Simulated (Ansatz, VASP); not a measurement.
Au in VASP and in Ansatz

INCAR

```
SYSTEM = Au
PREC = Accurate ; ENCUT = 600
EDIFF = 1E-6 ; ISMEAR = 0
SIGMA = 0.1 ; LREAL = .FALSE.
LASPH = .TRUE. ; NELM = 100
ALGO = Fast ; ISIF = 3
LWAVE = .FALSE. ; LCHARG = .FALSE.
GGA = PS ; IBRION = 2
NSW = 80 ; EDIFFG = -0.015
```

The input KPOINTS:

```
regular mesh
0
G
  14 14 14
  0 0 0
```

Contents of POSCAR:

```
Au
1.0
    3.2421467883      0.0000000000      0.0000000000
    0.0000000000      3.2421467883      0.0000000000
   -1.6210733942     -1.6210733942      4.8632201825
Au
3
Direct
    0.0000000000      0.0000000000      0.0000000000
    0.3333333333      0.3333333333      0.6666666667
    0.6666666667      0.6666666667      0.3333333333
```

Input for Ansatz:

```yaml
crystal:
  lattice:
    - [3.2421467883, 0.0, 0.0]
    - [0.0, 3.2421467883, 0.0]
    - [-1.6210733942, -1.6210733942, 4.8632201825]
  atoms:
    - { symbol: Au, position: [0.0, 0.0, 0.0] }
    - { symbol: Au, position: [0.3333333333, 0.3333333333, 0.6666666667] }
    - { symbol: Au, position: [0.6666666667, 0.6666666667, 0.3333333333] }
basis:
  ecutwfc: 420
kpoints:
  mp_grid: { grid: [14, 14, 14] }
hamiltonian:
  xc: pbesol
scf:
  occupations: { method: gaussian, width: 0.1 }
output:
  forces: true
  stress: true
  eigenvalues: true
  write_density: true
  write_potential: true
  elf: true
  volumetric_format: npy
relax:
  adjacent_minimum: "off"
  f_tol: 0.015
  max_steps: 60
  cell: { stress_tol: 0.15 }
```

Alike in both runs: task relaxation of cell and atoms; functional PBEsol; k mesh 14 × 14 × 14; occupations gaussian, width 0.1 eV; no spin polarisation.

|  | VASP | Ansatz |
| --- | --- | --- |
| version | VASP 6.6.1 | Ansatz 0.2.0 |
| potentials or method | VASP PAW PBE potentials, release 64 (Au), cutoff 600 eV | scalar-relativistic, plane waves, PAW |
| valence electrons in the cell | 33 | 57 |

|  | VASP | Ansatz | Ansatz less VASP |
| --- | --- | --- | --- |
| gap on the k mesh at the Fermi level, each at its own relaxed structure (eV) | none | none | - |
| relaxed volume (Å³/atom) | 16.99 | 17.01 | +0.019 |
| relaxed length of the cell vector where the two differ most in proportion (Å) | 2.903 | 2.907 | +0.0039 |

VASP's potentials were made for PBE, not for PBEsol. A gap of «none» marks a metal or a gap that the smearing closes. VASP's potentials hold 33 valence electrons a cell and Ansatz's 57, so a difference there can come from the potentials and not from the codes.

Neither program's run includes spin-orbit coupling.
